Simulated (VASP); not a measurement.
Input of a VASP 6.6.1 run:

POSCAR

```
ZnS
1.0
   -0.0134704292      2.6940858334      2.6940858334
    2.6940858334     -0.0134704292      2.6940858334
    2.6940858334      2.6940858334     -0.0134704292
Zn S
1 1
Direct
   -0.0004348165     -0.0004348165     -0.0004348165
    0.2504348165      0.2504348165      0.2504348165
```

File INCAR.step1:

```
SYSTEM = ZnS
PREC = Accurate
ENCUT = 520
EDIFF = 1E-5
ISMEAR = 0
SIGMA = 0.01
LREAL = .FALSE.
LASPH = .TRUE.
NELM = 100
ALGO = Normal
ISIF = 2
LWAVE = .TRUE.
LCHARG = .FALSE.
NBANDS = 16
GGA = PE
```

The input INCAR.step2:

```
SYSTEM = ZnS
PREC = Accurate
ENCUT = 520
EDIFF = 1E-6
ISMEAR = 0
SIGMA = 0.01
LREAL = .FALSE.
LASPH = .TRUE.
NELM = 100
ALGO = Normal
ISIF = 2
LWAVE = .FALSE.
LCHARG = .FALSE.
GGA = PE
LHFCALC = .TRUE.
HFSCREEN = 0.2079
PRECFOCK = Normal
NBANDS = 16
ISTART = 1
```

KPOINTS

```
Automatic mesh
0
G
  6 6 6
  0 0 0
```

Potentials or basis: VASP PAW PBE potentials, release 64 (Zn, S).

Run with:

```sh
$ cat potpaw_PBE.64/Zn/POTCAR potpaw_PBE.64/S/POTCAR > POTCAR
$ cp INCAR.step1 INCAR
$ mpirun -np 1 vasp_std > vasp.out
$ cp INCAR.step2 INCAR
$ mpirun -np 1 vasp_std > vasp.out
```

Task: Predict the pressure.

Result: 1.0 GPa.

Task: Predict the band gap on the k mesh.

Result: 3.30 eV.

Forces in eV/Å, atoms in the order of the input:
```
Zn  -0.001 -0.001 -0.001
S    0.001  0.001  0.001
```

Caveat: the cell differs from its parent crystal (epitaxial 111 strain +0.5%); the PAW data sets were made with another functional, which shifts forces and pressure a little.
